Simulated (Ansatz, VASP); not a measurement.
# Ca2PF6 in VASP and in Ansatz

The input INCAR:

```
SYSTEM = Ca2PF6
PREC     = Accurate       ! precision mode
ENCUT    = 520            ! plane-wave cutoff, eV
EDIFF    = 1E-6           ! SCF threshold, eV
ISMEAR   = -1             ! smearing method
SIGMA    = 0.0329         ! smearing width, eV
LREAL    = .FALSE.        ! projectors in reciprocal space
LASPH    = .TRUE.         ! aspherical terms in the spheres
NELM     = 80             ! most SCF steps
ALGO     = Normal         ! electronic algorithm
ISIF     = 2              ! what is computed and relaxed
LWAVE    = .FALSE.        ! write WAVECAR
LCHARG   = .TRUE.         ! write CHGCAR
GGA      = PE             ! functional
LELF     = .TRUE.         ! ELF
LVHAR    = .TRUE.       
NBANDS   = 44             ! bands
```

The input KPOINTS:

```
regular mesh
0
G
  4 4 4
  0 0 0
```

Contents of POSCAR:

```
Ca2PF6
1.0
    2.9091390000      5.0387720000      0.0000000000
   -2.9091390000      5.0387720000      0.0000000000
    0.0000000000      0.0000000000      4.5710470000
P F Ca
1 6 2
Direct
    0.0000000000      0.0000000000      0.0000000000
    0.1360000000      0.7280000000      0.2000000000
    0.1360000000      0.1360000000      0.2000000000
    0.7280000000      0.1360000000      0.2000000000
    0.8640000000      0.2720000000      0.8000000000
    0.2720000000      0.8640000000      0.8000000000
    0.8640000000      0.8640000000      0.8000000000
    0.3333300000      0.3333400000      0.6900000000
    0.6666700000      0.6666600000      0.3100000000
```

Input for Ansatz:

```yaml
crystal:
  lattice:
    - [2.909139, 5.038772, 0.0]
    - [-2.909139, 5.038772, 0.0]
    - [0.0, 0.0, 4.571047]
  atoms:
    - { symbol: P, position: [0.0, 0.0, 0.0] }
    - { symbol: F, position: [0.136, 0.728, 0.2] }
    - { symbol: F, position: [0.136, 0.136, 0.2] }
    - { symbol: F, position: [0.728, 0.136, 0.2] }
    - { symbol: F, position: [0.864, 0.272, 0.8] }
    - { symbol: F, position: [0.272, 0.864, 0.8] }
    - { symbol: F, position: [0.864, 0.864, 0.8] }
    - { symbol: Ca, position: [0.33333, 0.33334, 0.69] }
    - { symbol: Ca, position: [0.66667, 0.66666, 0.31] }
  symmetry: { tolerance: 0.0003 }
kpoints:
  mp_grid: { grid: [4, 4, 4], shift: [0, 0, 0] }
magnetization:
  spin_polarized: false
scf:
  occupations: { method: fermi_dirac, width: 0.0329 }
hamiltonian:
  pseudopotentials: { kind: paw }
  xc: pbe
basis:
  ecutwfc: 420
output:
  forces: true
  stress: true
  eigenvalues: true
  write_density: true
  write_potential: true
  elf: true
  volumetric_format: npy
```

Alike in both runs: task single point; functional PBE; k mesh 4 × 4 × 4; occupations fermi-dirac, width 0.0329 eV; no spin polarisation.

|  | VASP | Ansatz |
| --- | --- | --- |
| version | VASP 6.6.1 | Ansatz 0.2.0 |
| potentials or method | VASP PAW PBE potentials, release 64 (P, F, Ca_sv), cutoff 520 eV | PAW plane waves |
| valence electrons in the cell | 67 | 67 |

```csv
,VASP,Ansatz,Ansatz less VASP
gap on the k mesh at the Fermi level (eV),none,none,-
pressure (GPa),12.4,12.0,-0.37
"traceless stress, the component that is largest in VASP (GPa)",-0.15,-0.02,+0.130
rms of the force components (eV/Å),0.599,0.499,-0.1002
```

Atom by atom the forces differ by 0.109 eV/Å (rms over components). A gap of «none» marks a metal or a gap that the smearing closes. Ansatz's warnings: structure snapped to symmetry.
